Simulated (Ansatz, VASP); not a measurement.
## One calculation of In2O3, two programs

```
In O
1.0
     2.75382    1.58992    4.95143
    -2.75382    1.58992    4.95143
     0.00000   -3.17984    4.95143
In O
4 6
Direct
  0.85593 0.85593 0.85593
  0.35593 0.35593 0.35593
  0.14407 0.14407 0.14407
  0.64407 0.64407 0.64407
  0.45291 0.04709 0.75000
  0.04709 0.75000 0.45291
  0.54709 0.95291 0.25000
  0.25000 0.54709 0.95291
  0.95291 0.25000 0.54709
  0.75000 0.45291 0.04709
```

Change from the starting cell: uniaxial_z strain +2.0%.

Alike in both runs: task single point; functional PBE; k mesh 6 × 6 × 6; occupations fermi-dirac, width 0.02 eV; no spin polarisation.

|  | VASP | Ansatz |
| --- | --- | --- |
| version | VASP 6.6.1 | Ansatz 0.2.0 |
| potentials or method | VASP PAW PBE potentials, release 64 (In_d, O) | plane waves, PAW |
| plane-wave cutoff (eV) | 520 | 420 |
| valence electrons in the cell | 88 | 88 |

|  | VASP | Ansatz | Ansatz less VASP |
| --- | --- | --- | --- |
| gap on the k mesh at the Fermi level (eV) | 1.10 | 1.11 | +0.007 |
| pressure (GPa) | 3.8 | 3.3 | -0.44 |
| traceless stress, the component that is largest in VASP (GPa) | -1.81 | -1.71 | +0.098 |
| rms of the force components (eV/Å) | 0.031 | 0.035 | +0.0042 |

Atom by atom the forces differ by 0.006 eV/Å (rms over components).
